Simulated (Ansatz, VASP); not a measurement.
# RbTaAs2: VASP beside Ansatz

```
Rb Ta As
1.0
     5.25865    0.00000    0.00000
    -2.62933    4.55413    0.00000
     0.00000    0.00000    5.88516
Rb Ta As
1 1 2
Direct
  0.00000 0.00000 0.00000
  0.00000 0.00000 0.50000
  0.33333 0.66667 0.00000
  0.66667 0.33333 0.00000
```

Alike in both runs: functional PBE; k mesh 12 × 12 × 8; occupations gaussian, width 0.1 eV; no spin polarisation.

Ansatz relaxed the structure, and its values are those at the end. VASP's run is a single point on that final structure, the one shown.

|  | VASP | Ansatz |
| --- | --- | --- |
| version | VASP 6.6.1 | Ansatz 0.2.0 |
| potentials or method | VASP PAW PBE potentials, release 64 (Rb_sv, Ta_pv, As), cutoff 520 eV | scalar-relativistic, plane waves, PAW |
| valence electrons in the cell | 30 | 52 |

Ansatz gave:

| Property | Result |
| --- | --- |
| gap on the k mesh at the Fermi level (eV) | none |
| pressure (GPa) | 0.0 |

Question: Which values does VASP return?

Answer: gap on the k mesh at the Fermi level (eV): none; pressure (GPa): 0.1.

A gap of «none» marks a metal or a gap that the smearing closes. With one functional, cell and mesh, what is left measures potentials, basis and numerics. VASP's potentials hold 30 valence electrons a cell and Ansatz's 52, so a difference there can come from the potentials and not from the codes.

Spin-orbit coupling is off throughout.
